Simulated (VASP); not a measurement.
Wanted: the native input for a VASP 6.6.1 run.

| Property | Result |
| --- | --- |
| Task | single point |
| Functional | PBE |
| Potentials or basis | VASP PAW PBE potentials, release 64 (Te, S) |
| Cutoff | 520 eV |
| k mesh | 4 × 4 × 1 |
| Occupations | gaussian, width 0.1 eV |
| Spin | no spin polarisation |
| Dipole correction | yes |
| Further INCAR settings | ALGO = Normal; EDIFF = 1e-06; NBANDS = 13 |

The structure of TeS lies in POSCAR:

```
TeS
1.0
    7.0354820000      0.0000000000      0.0000000000
    0.0000000000      7.0354820000      0.0000000000
    0.0000000000      0.0000000000     14.0000000000
Te S
1 1
Direct
    0.5000000000      0.5000000000      0.5000000000
    0.0000000000      0.0000000000      0.5000000000
```

These files were run (other wordings do the same):

INCAR

```
SYSTEM = TeS
PREC = Accurate
ENCUT = 520
EDIFF = 1E-6
ISMEAR = 0
SIGMA = 0.1
LREAL = .False.
LASPH = .True.
NELM = 60
ALGO = Normal
ISIF = 2
LWAVE = .False.
LCHARG = .True.
LDIPOL = .True.
IDIPOL = 3
DIPOL = 0.5 0.5 0.500
GGA = PE
LELF = .True.
LVHAR = .True.
LVACPOTAV = .True.
NBANDS = 13
```

KPOINTS

```
Automatic mesh
0
Gamma
  4 4 1
  0 0 0
```

Potentials or basis: VASP PAW PBE potentials, release 64 (Te, S).

Launch:

```bash
$ cat potpaw_PBE.64/Te/POTCAR potpaw_PBE.64/S/POTCAR > POTCAR
$ mpirun -np 1 vasp_std > vasp.out
```

Results of the run:

```json
{
  "Band gap on the k mesh": "zero (band 6 reaches -5.60 eV, above the bottom of band 7 at -5.67 eV)"
}
```

Caveat: spin-orbit coupling is left out, which moves the levels of the heavy elements.

Wall time 73 s on 1 thread of Intel(R) Xeon(R) 6975P-C (Granite Rapids), with other jobs on the host, peak memory 0.63 GiB.
